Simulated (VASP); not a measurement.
A run of VASP 6.6.1:

Contents of POSCAR:

```
LiF
1.0
    0.0000000000      2.0140000000      2.0140000000
    2.0140000000      0.0000000000      2.0140000000
    2.0140000000      2.0140000000      0.0000000000
F Li
1 1
Direct
    0.5000000000      0.5000000000      0.5000000000
    0.0000000000      0.0000000000      0.0000000000
```

File INCAR.step1:

```
PREC = Accurate
ENCUT = 520
EDIFF = 1E-5
ISMEAR = -1
SIGMA = 0.05
LREAL = False
LASPH = True
NELM = 80
ALGO = Normal
ISIF = 2
LWAVE = True
LCHARG = False
NBANDS = 12
GGA = PE
```

File INCAR.step2:

```
PREC = Accurate
ENCUT = 520
EDIFF = 1E-6
ISMEAR = -1
SIGMA = 0.05
LREAL = False
LASPH = True
NELM = 80
ALGO = Normal
ISIF = 2
LWAVE = False
LCHARG = False
GGA = PE
LHFCALC = True
AEXX = 0.5
HFSCREEN = 0.2
PRECFOCK = Normal
NBANDS = 12
ISTART = 1
```

Contents of KPOINTS:

```
regular mesh
0
Gamma
  6 6 6
```

Potentials or basis: VASP PAW PBE potentials, release 64 (F, Li_sv).

Command:

```console
$ cat potpaw_PBE.64/F/POTCAR potpaw_PBE.64/Li_sv/POTCAR > POTCAR
$ cp INCAR.step1 INCAR
$ mpirun -np 1 vasp_std > vasp.out
$ cp INCAR.step2 INCAR
$ mpirun -np 1 vasp_std > vasp.out
```

Hardware: 1 thread of Intel(R) Xeon(R) Platinum 8488C (Sapphire Rapids), on a shared host.

How long does it take, and how much memory?

It took 2.2 min on 1 thread of Intel(R) Xeon(R) Platinum 8488C (Sapphire Rapids), with other jobs on the host, peak memory 0.23 GiB. Counts: k points 16.
